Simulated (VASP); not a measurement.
# Lu (Fm-3m) in VASP: notebook

Lu is run at these levels: PBEsol; tasks: single point, relaxation of cell and atoms.

Program: VASP 6.6.1. These are calculated values, not measurements. Logs are shortened: lines on timing, memory, paths and dates and some standing lists are left out, and cuts for length are marked.

## Step 1: The cell of the first run

Symmetry: Fm-3m, No. 225, cubic system. Conventional cell: a = 4.902 Å, b = 4.902 Å, c = 4.902 Å, α = 90.00°, β = 90.00°, γ = 90.00°. Lu (site symmetry m-3m) has 12 Lu at 3.47 Å within 4.6 Å.

This isn't the form of Lu at room conditions, which is hcp.

## Step 2: Single point, PBEsol (29.44 Å³/atom)

Contents of INCAR:

```
PREC = Accurate ; ENCUT = 520
EDIFF = 1E-6 ; ISMEAR = -1
SIGMA = 0.1 ; LREAL = False
LASPH = True ; NELM = 100
ALGO = Normal ; ISIF = 2
LWAVE = False ; LCHARG = False
GGA = PS ; NBANDS = 18
```

Contents of KPOINTS:

```
regular mesh
0
Gamma
  13 13 13
```

Contents of POSCAR:

```
Lu
1.0
    0.0000000000      2.4508200071      2.4508200071
    2.4508200071      0.0000000000      2.4508200071
    2.4508200071      2.4508200071      0.0000000000
Lu
1
Direct
    0.0000000000      0.0000000000      0.0000000000
```

Potentials or basis: VASP PAW PBE potentials, release 64 (Lu).

Launch:

```sh
$ cat potpaw_PBE.64/Lu/POTCAR > POTCAR
$ mpirun -np 1 vasp_std > vasp.out
```

OUTCAR:

```text
PREC = Accurate
   ENCUT = 520
   EDIFF = 1E-6
   ISMEAR = -1
   LREAL = False
   LASPH = True
   NELM = 100
   ISIF = 2
   GGA = PS

 ion  position               nearest neighbor table
   1  0.000  0.000  0.000-

  LATTYP: Found a face centered cubic cell.
 ALAT       =     4.9016400142

  Lattice vectors:

 A1 = (   0.0000000000,   2.4508200071,   2.4508200071)
 A2 = (   2.4508200071,   0.0000000000,   2.4508200071)
 A3 = (   2.4508200071,   2.4508200071,   0.0000000000)

Analysis of symmetry for initial positions (statically):
=====================================================================
 Subroutine PRICEL returns:
 Original cell was already a primitive cell.

 Routine SETGRP: Setting up the symmetry group for a
 face centered cubic supercell.

 Subroutine GETGRP returns: Found 48 space group operations
 (whereof 48 operations were pure point group operations)
 out of a pool of 48 trial point group operations.

The static configuration has the point symmetry O_h .

Analysis of symmetry for dynamics (positions and initial velocities):
=====================================================================
 Subroutine PRICEL returns:
 Original cell was already a primitive cell.

 Routine SETGRP: Setting up the symmetry group for a
 face centered cubic supercell.

 Subroutine GETGRP returns: Found 48 space group operations
 (whereof 48 operations were pure point group operations)
 out of a pool of 48 trial point group operations.

The dynamic configuration has the point symmetry O_h .

 Subroutine INISYM returns: Found 48 space group operations
 (whereof 48 operations are pure point group operations),
 and found     1 'primitive' translations

----------------------------------------------------------------------------------------

                                     Primitive cell

  volume of cell :      29.4418

  direct lattice vectors                    reciprocal lattice vectors
     0.000000000  2.450820007  2.450820007    -0.204013350  0.204013350  0.204013350
     2.450820007  0.000000000  2.450820007     0.204013350 -0.204013350  0.204013350
     2.450820007  2.450820007  0.000000000     0.204013350  0.204013350 -0.204013350

  length of vectors
     3.465982893  3.465982893  3.465982893     0.353361488  0.353361488  0.353361488

  position of ions in fractional coordinates (direct lattice)
[... 66 lines left out ...]
   NGXF,Y,Z  is equivalent  to a cutoff of  26.86, 26.86, 26.86 a.u.
 SYSTEM =  unknown system
   PREC   = accura    normal or accurate (medium, high low for compatibility)
   ISTART =      0    job   : 0-new  1-cont  2-samecut
   ICHARG =      2    charge: 1-file 2-atom 10-const
   ISPIN  =      1    spin polarized calculation?
   LNONCOLLINEAR =      F non collinear calculations
   LSORBIT =      F    spin-orbit coupling
   LASPH  =      T    aspherical Exc in radial PAW
   ENCUT  =  520.0 eV  38.22 Ry    6.18 a.u.   6.44  6.44  6.44*2*pi/ulx,y,z
   NELM   =    100;   NELMIN=  2; NELMDL= -5     # of ELM steps
   EDIFF  = 0.1E-05   stopping-criterion for ELM
   LREAL  =      F    real-space projection
   EDIFFG = 0.1E-04   stopping-criterion for IOM
   NSW    =      0    number of steps for IOM
   IBRION =     -1    ionic relax: 0-MD 1-quasi-New 2-CG
   NFREE  =      0    steps in history (QN), initial steepest desc. (CG)
   ISIF   =      2    stress and relaxation
   ISYM   =      2    0-nonsym 1-usesym 2-fastsym
   POTIM  = 0.5000    time-step for ionic-motion
   TEBEG  =    0.0;   TEEND  =   0.0 temperature during run
   PSTRESS=    0.0 pullay stress
   NELECT =      25.0000    total number of electrons
   NUPDOWN=      -1.0000    fix difference up-down
   EMIN   =  10.00;   EMAX   =-10.00  energy-range for DOS
   EFERMI =   0.00;   METHOD = LEGACY
   ISMEAR =    -1;   SIGMA  =   0.10  broadening in eV -4-tet -1-fermi 0-gaus
   EFERMI_NEDOS =   21; number of points for ismear=-14 and -15
   IALGO  =     38    algorithm
   IMIX   =      4    mixing-type and parameters
     AMIX     =   0.40;   BMIX     =  1.00
     AMIX_MAG =   1.60;   BMIX_MAG =  1.00
  volume/ion in A,a.u.               =      29.44       198.68
  Fermi-wavevector in a.u.,A,eV,Ry     =   1.550244  2.929537 32.698293  2.403257
  Thomas-Fermi vector in A             =   2.654935
   LORBIT       =      0    0 simple, 1 ext, 2 COOP (PROOUT), +10 PAW based schemes
   GGA     = PS    functional components
   LHFCALC =     F    Hartree Fock is set to
   AEXX    =    0.0000 exact exchange contribution
   IVDW    =     0    specifies the selected vdW correction
   LEPSILON=     F    determine dielectric tensor
   LRPA    =     F    only Hartree local field effects (RPA)
 non-spin polarized calculation
  energy-cutoff  :      520.00
  volume of cell :       29.44
 maximum number of plane-waves:       821
 NGX is ok and might be reduce to    28
   NGX = 13   NGY = 13   NGZ = 13

 number of electron      25.0000000 magnetization

 Free energy of the ion-electron system (eV)
  ---------------------------------------------------
  ext. energy  EPLUGINS =         0.00000000
  ---------------------------------------------------
  free energy    TOTEN  =        -4.91891284 eV

  energy without entropy =       -4.86754936  energy(sigma->0) =       -4.89323110

 E-fermi :   2.0928     XC(G=0): -10.7200

 val. band max:        2.0770295376   @ k =   0.3846   0.3077   0.0769
 cond. band min:       2.0942114386   @ k =  -0.4615   0.3077   0.1538
 fundamental gap:      0.0171819010
 Fermi energy:         2.0928084264

 k-point     1 :       0.0000    0.0000    0.0000
  band No.  band energies     occupation
      1     -54.1486      2.00000
      2     -24.5719      2.00000
      3     -24.5719      2.00000
      4     -24.5719      2.00000
      5      -3.9621      2.00000
      6      -2.9325      2.00000
[... 481 lines left out ...]
      5      -2.9053      2.00000
      6      -2.8850      2.00000
[... 10 lines left out ...]
     17       8.4582      0.00000
     18      10.1212      0.00000

 [... further k-points ...]
[... 5 lines left out ...]
  --------------------------------------------------------------------------------------
  -------------------------------------------------------------------------------------
  Total       -0.5446913     -0.5446913     -0.5446913     -0.0000000      0.0000000      0.0000000
  in kB      -29.6412700    -29.6412700    -29.6412700     -0.0000000      0.0000000      0.0000000
  external PRESSURE =     -29.6412700 kB  Pullay stress =       0.0000000 kB

 VOLUME and BASIS-vectors are now :
 -----------------------------------------------------------------------------
  energy-cutoff  :      520.00
  volume of cell :       29.44
      direct lattice vectors                 reciprocal lattice vectors
     0.000000000  2.450820007  2.450820007    -0.204013350  0.204013350  0.204013350
     2.450820007  0.000000000  2.450820007     0.204013350 -0.204013350  0.204013350
     2.450820007  2.450820007  0.000000000     0.204013350  0.204013350 -0.204013350

 POSITION                                       TOTAL-FORCE (eV/Angst)
 -----------------------------------------------------------------------------------
      0.00000      0.00000      0.00000         0.000000      0.000000      0.000000
 -----------------------------------------------------------------------------------
    total drift:                               -0.000000     -0.000000     -0.000000

  FREE ENERGIE OF THE ION-ELECTRON SYSTEM (eV)
  ---------------------------------------------------
  free  energy   TOTEN  =        -4.9189128376 eV

  energy  without entropy=       -4.8675493649  energy(sigma->0) =       -4.89323110
```

Run time: 39 s. Hardware: 1 thread of Intel Xeon Platinum 8375C at 2.90GHz (Ice Lake), shared host; peak memory 0.2 GiB.

Results:

```
Free energy            : -4.9189 eV
Pressure               : -3.0 GPa
Band gap on the k mesh : zero (an odd number of electrons rules out a gap without spin polarisation)
```

Levels at points of the mesh, in eV from the Fermi level:
```csv
k point,band 9,band 10,band 11,band 12,band 13,band 14,band 15,band 16
"(0.00, 0.00, 0.00)",-4.98,-4.90,-4.90,-4.90,2.21,2.21,2.21,4.55
```

Caveat: the PAW data sets were made with another functional, which shifts forces and pressure a little; spin-orbit coupling is left out, which moves the levels of the heavy elements.

## Step 3: Single point, PBEsol (30.53 Å³/atom)

This run uses another cell than the first one, of 30.53 Å³/atom.

Contents of INCAR:

```
SYSTEM = Lu
PREC = Accurate ; ENCUT = 520
EDIFF = 1E-6 ; ISMEAR = -1
SIGMA = 0.1 ; LREAL = .False.
LASPH = .True. ; NELM = 60
ALGO = Normal ; ISIF = 2
LWAVE = .False. ; LCHARG = .True.
GGA = PS ; LELF = .True.
LVHAR = .True. ; NBANDS = 18
```

Contents of KPOINTS:

```
Automatic mesh
0
Gamma
  13 13 13
  0 0 0
```

Contents of POSCAR:

```
Lu
1.0
    0.0000000000      2.4807110019      2.4807110019
    2.4807110019      0.0000000000      2.4807110019
    2.4807110019      2.4807110019      0.0000000000
Lu
1
Direct
    0.0000000000      0.0000000000      0.0000000000
```

Potentials or basis: VASP PAW PBE potentials, release 64 (Lu).

Launch:

```sh
$ cat potpaw_PBE.64/Lu/POTCAR > POTCAR
$ mpirun -np 1 vasp_std > vasp.out
```

It took 38 s on 1 thread of Intel Xeon Platinum 8375C at 2.90GHz (Ice Lake), shared host; peak memory 0.2 GiB.

It converged, with:

```
Free energy            : -4.8951 eV
Pressure               : -4.1 GPa
Band gap on the k mesh : zero (an odd number of electrons rules out a gap without spin polarisation)
```

Levels at points of the mesh, in eV from the Fermi level:
```
           k point  band 8  band 9  band 10  band 11  band 12  band 13  band 14  band 15  band 16  band 17
(0.00, 0.00, 0.00)   -5.05   -5.05    -4.98    -4.98    -4.98     2.17     2.17     2.17     4.41     4.41
```

Caveat: the cell stands under tension; the PAW data sets were made with another functional, which shifts forces and pressure a little; spin-orbit coupling is left out, which moves the levels of the heavy elements.

## Step 4: Relaxation of cell and atoms, PBEsol

Contents of INCAR:

```
SYSTEM = Lu
PREC = Accurate
ENCUT = 600
EDIFF = 1E-6
ISMEAR = -1
SIGMA = 0.1
LREAL = .FALSE.
LASPH = .TRUE.
NELM = 100
ALGO = Normal
ISIF = 3
LWAVE = .FALSE.
LCHARG = .FALSE.
GGA = PS
IBRION = 2
NSW = 80
EDIFFG = -0.01
```

Contents of KPOINTS:

```
regular mesh
0
G
  11 11 11
  0 0 0
```

Contents of POSCAR:

```
Lu
1.0
    0.0000000000      2.4523337552      2.4523337552
    2.4523337552      0.0000000000      2.4523337552
    2.4523337552      2.4523337552      0.0000000000
Lu
1
Direct
    0.0000000000      0.0000000000      0.0000000000
```

Launch:

```sh
$ cat potpaw_PBE.64/Lu/POTCAR > POTCAR
$ mpirun -np 1 vasp_std > vasp.out
```

Wall time 79 s (1 thread of Intel Xeon Platinum 8375C at 2.90GHz (Ice Lake), shared host); peak memory 0.19 GiB.

Results (log left out):

| Quantity | Value |
| --- | --- |
| Free energy | -4.9393 eV |
| Relaxed volume | 27.42 Å³/atom |
| Relaxed cell | a = 3.385 Å, b = 3.385 Å, c = 3.385 Å, α = 60.00°, β = 60.00°, γ = 60.00° |
| Space group after relaxing (to 0.1 Å) | Fm-3m (No. 225) |
| Energy gained by relaxing | 20.4 meV/atom |
| Ionic steps | 3 |
| Pressure after relaxing | 0.0 GPa |
| Band gap on the k mesh | zero (an odd number of electrons rules out a gap without spin polarisation) |

The path:
```csv
step,energy change (eV),largest force (eV/Å),pressure (GPa),volume (Å³)
1,0.0000,0.0000,-2.88,29.50
2,-0.0204,0.0000,0.25,27.29
3,-0.0204,0.0000,-0.04,27.42
```

Final structure:
```cif
data_structure
_symmetry_space_group_name_H-M 'P 1'
_symmetry_Int_Tables_number 1
_cell_length_a 3.3849
_cell_length_b 3.3849
_cell_length_c 3.3849
_cell_angle_alpha 60.000
_cell_angle_beta 60.000
_cell_angle_gamma 60.000
_cell_volume 27.42
loop_
_atom_site_label
_atom_site_type_symbol
_atom_site_fract_x
_atom_site_fract_y
_atom_site_fract_z
_atom_site_occupancy
Lu1 Lu 0.00000 0.00000 0.00000 1
```

Levels at points of the mesh, in eV from the Fermi level:
```csv
k point,band 8,band 9,band 10,band 11,band 12,band 13,band 14,band 15,band 16
"(0.00, 0.00, 0.00)",-4.86,-4.86,-4.76,-4.76,-4.76,2.28,2.28,2.28,4.83
```

Caveat: the PAW data sets were made with another functional, which shifts forces and pressure a little; spin-orbit coupling is left out, which moves the levels of the heavy elements.

## Step 5: Single point, PBEsol

This run uses another cell than the first one, of 27.26 Å³/atom.

Contents of INCAR:

```
  ALGO = Normal
  EDIFF = 1E-7
  ENCUT = 520
  GGA = PS
  ISIF = 2
  ISMEAR = -1
  LASPH = True
  LCHARG = False
  LREAL = False
  LWAVE = False
  NBANDS = 18
  NELM = 100
  PREC = Accurate
  SIGMA = 0.1
```

Contents of KPOINTS:

```
k-points
0
Gamma
  19 19 19
```

Contents of POSCAR:

```
Lu
1.0
    0.0000000000      2.3887470580      2.3887470580
    2.3887470580      0.0000000000      2.3887470580
    2.3887470580      2.3887470580      0.0000000000
Lu
1
Direct
    0.0000000000      0.0000000000      0.0000000000
```

Potentials or basis: VASP PAW PBE potentials, release 64 (Lu).

Launch:

```sh
$ cat potpaw_PBE.64/Lu/POTCAR > POTCAR
$ mpirun -np 1 vasp_std > vasp.out
```

OUTCAR:

```text
EDIFF = 1E-7
   ENCUT = 520
   GGA = PS
   ISIF = 2
   ISMEAR = -1
   LASPH = True
   LREAL = False
   NELM = 100
   PREC = Accurate

 ion  position               nearest neighbor table
   1  0.000  0.000  0.000-

  LATTYP: Found a face centered cubic cell.
 ALAT       =     4.7774941160

  Lattice vectors:

 A1 = (   0.0000000000,   2.3887470580,   2.3887470580)
 A2 = (   2.3887470580,   0.0000000000,   2.3887470580)
 A3 = (   2.3887470580,   2.3887470580,   0.0000000000)

Analysis of symmetry for initial positions (statically):
=====================================================================
 Subroutine PRICEL returns:
 Original cell was already a primitive cell.

 Routine SETGRP: Setting up the symmetry group for a
 face centered cubic supercell.

 Subroutine GETGRP returns: Found 48 space group operations
 (whereof 48 operations were pure point group operations)
 out of a pool of 48 trial point group operations.

The static configuration has the point symmetry O_h .

Analysis of symmetry for dynamics (positions and initial velocities):
[... 148 lines left out ...]

 Free energy of the ion-electron system (eV)
  ---------------------------------------------------
  ext. energy  EPLUGINS =         0.00000000
  ---------------------------------------------------
  free energy    TOTEN  =        -4.93762445 eV

  energy without entropy =       -4.89219136  energy(sigma->0) =       -4.91490790

 E-fermi :   2.3969     XC(G=0): -11.0979

 val. band max:        2.3792231203   @ k =   0.4737   0.2105   0.0526
 cond. band min:       2.4057610452   @ k =  -0.4737   0.3158   0.1579
 fundamental gap:      0.0265379249
 Fermi energy:         2.3968541693

 k-point     1 :       0.0000    0.0000    0.0000
  band No.  band energies     occupation
      1     -53.6732      2.00000
      2     -24.0459      2.00000
      3     -24.0459      2.00000
      4     -24.0459      2.00000
      5      -3.8604      2.00000
      6      -2.5133      2.00000
[... 481 lines left out ...]
      5      -2.4866      2.00000
      6      -2.4484      2.00000
[... 10 lines left out ...]
     17       7.8528      0.00000
     18      12.6190      0.00000

 [... further k-points ...]
[... 5 lines left out ...]
  --------------------------------------------------------------------------------------
  -------------------------------------------------------------------------------------
  Total        0.0304084      0.0304084      0.0304084     -0.0000000      0.0000000     -0.0000000
  in kB        1.7871581      1.7871581      1.7871581     -0.0000000      0.0000000     -0.0000000
  external PRESSURE =       1.7871581 kB  Pullay stress =       0.0000000 kB

 VOLUME and BASIS-vectors are now :
 -----------------------------------------------------------------------------
  energy-cutoff  :      520.00
  volume of cell :       27.26
      direct lattice vectors                 reciprocal lattice vectors
     0.000000000  2.388747058  2.388747058    -0.209314753  0.209314753  0.209314753
     2.388747058  0.000000000  2.388747058     0.209314753 -0.209314753  0.209314753
     2.388747058  2.388747058  0.000000000     0.209314753  0.209314753 -0.209314753

 POSITION                                       TOTAL-FORCE (eV/Angst)
 -----------------------------------------------------------------------------------
      0.00000      0.00000      0.00000         0.000000      0.000000      0.000000
 -----------------------------------------------------------------------------------
    total drift:                               -0.000000     -0.000000     -0.000000

  FREE ENERGIE OF THE ION-ELECTRON SYSTEM (eV)
  ---------------------------------------------------
  free  energy   TOTEN  =        -4.9376244480 eV

  energy  without entropy=       -4.8921913609  energy(sigma->0) =       -4.91490790
```

OSZICAR:

```text
N       E                     dE             d eps       ncg     rms          rms(c)
DAV:   1     0.805263753260E+02    0.80526E+02   -0.10213E+04  9900   0.462E+03
DAV:   2     0.734175344181E+00   -0.79792E+02   -0.78094E+02  8270   0.357E+02
DAV:   3    -0.484474824277E+01   -0.55789E+01   -0.55329E+01  9038   0.719E+01
DAV:   4    -0.503821350118E+01   -0.19347E+00   -0.19246E+00 11164   0.112E+01
DAV:   5    -0.504255374780E+01   -0.43402E-02   -0.43360E-02  9184   0.140E+00    0.339E+00
DAV:   6    -0.495478746103E+01    0.87766E-01   -0.28395E-01 13084   0.938E+00    0.145E+00
DAV:   7    -0.493929655992E+01    0.15491E-01   -0.27278E-02 10290   0.133E+00    0.372E-01
DAV:   8    -0.493749461232E+01    0.18019E-02   -0.61121E-03 12494   0.644E-01    0.100E-01
DAV:   9    -0.493763588667E+01   -0.14127E-03   -0.65669E-04  9320   0.339E-01    0.919E-02
DAV:  10    -0.493762451114E+01    0.11376E-04   -0.11957E-04 10672   0.131E-01    0.506E-03
DAV:  11    -0.493762442655E+01    0.84594E-07   -0.22650E-06 10906   0.139E-02    0.102E-03
DAV:  12    -0.493762444800E+01   -0.21450E-07   -0.98861E-08  6422   0.298E-03
   1 F= -.49376244E+01 E0= -.49149079E+01  d E =-.454331E-01
```

stdout:

```text
POSCAR found type information on POSCAR Lu
 POSCAR found :  1 types and       1 ions
 scaLAPACK will be used
 -----------------------------------------------------------------------------
|                                                                             |
|                                                                             |
|     You enforced a specific xc type in the INCAR file but a different       |
|     I HOPE YOU KNOW WHAT YOU ARE DOING!                                     |
|                                                                             |
 -----------------------------------------------------------------------------

 LDA part: xc-table for (Slater+PW92), standard interpolation
 POSCAR, INCAR and KPOINTS ok, starting setup
 FFT: planning ... GRIDC
 FFT: planning ... GRID_SOFT
 FFT: planning ... GRID
 WAVECAR not read
 entering main loop
```

It took 92 s on 1 thread of Intel Xeon Platinum 8375C at 2.90GHz (Ice Lake), shared host; peak memory 0.25 GiB.

What came out:

```yaml
Free_energy: -4.9376 eV
Pressure: 0.2 GPa
Band_gap_on_the_k_mesh: zero (an odd number of electrons rules out a gap without spin polarisation)
```

Caveat: the PAW data sets were made with another functional, which shifts forces and pressure a little; spin-orbit coupling is left out, which moves the levels of the heavy elements.

## Step 6: Summary

| task | cell | k mesh | cutoff (eV) | gap on the mesh (eV) | pressure (GPa) |
| --- | --- | --- | --- | --- | --- |
| single point | a = 3.466 Å, angles 60.0°, 1 atom | 13 × 13 × 13 | 520 | none | -3.0 |
| single point | a = 3.508 Å, angles 60.0°, 1 atom | 13 × 13 × 13 | 520 | none | -4.1 |
| relaxation of cell and atoms | relaxed from a = 3.468 Å, angles 60.0°, 1 atom | 11 × 11 × 11 | 600 | none | 0.0 |
| single point | a = 3.378 Å, angles 60.0°, 1 atom | 19 × 19 × 19 | 520 | none | 0.2 |

Alike in all rows: level PBEsol; potentials or basis VASP PAW PBE potentials, release 64 (Lu); no spin polarisation; smearing fermi-dirac 0.1 eV.

Caveats: the PAW data sets were made with another functional, which shifts forces and pressure a little; spin-orbit coupling is left out, which moves the levels of the heavy elements; the cell stands under tension (at least some runs).

Absolute energies hang on the potentials; compare differences alone.
